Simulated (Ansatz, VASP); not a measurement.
## Rh in VASP and in Ansatz

```xyz
2
Lattice="2.5554 0.0000 0.0000 -1.2777 2.2130 0.0000 0.0000 0.0000 4.1330" Properties=species:S:1:pos:R:3 pbc="T T T"
Rh    0.0000    1.4754    1.0333
Rh    1.2777    0.7377    3.0998
```

Change from the starting cell: volume scaled by 0.88, LAPW.

Alike in both runs: task single point; functional LDA; k mesh 16 × 16 × 9; occupations fermi-dirac, width 0.08 eV; no spin polarisation.

```csv
,VASP,Ansatz
version,VASP 6.6.1,Ansatz 0.2.0
potentials or method,"VASP PAW LDA potentials, release 64 (Rh_pv), cutoff 520 eV","all-electron LAPW, scalar-relativistic"
```

Ansatz gave:

| Quantity | Value |
| --- | --- |
| pressure (GPa) | 55.3 |

Q: Which values does VASP return?

A: Pressure (GPa): 56.8.

LDA's correlation is that of Perdew and Zunger in VASP and of Perdew and Wang (1992) in Ansatz. Both programs put the cell under a high pressure, so it lies far from rest at this level. Ansatz ran all-electron here, and VASP with PAW potentials.
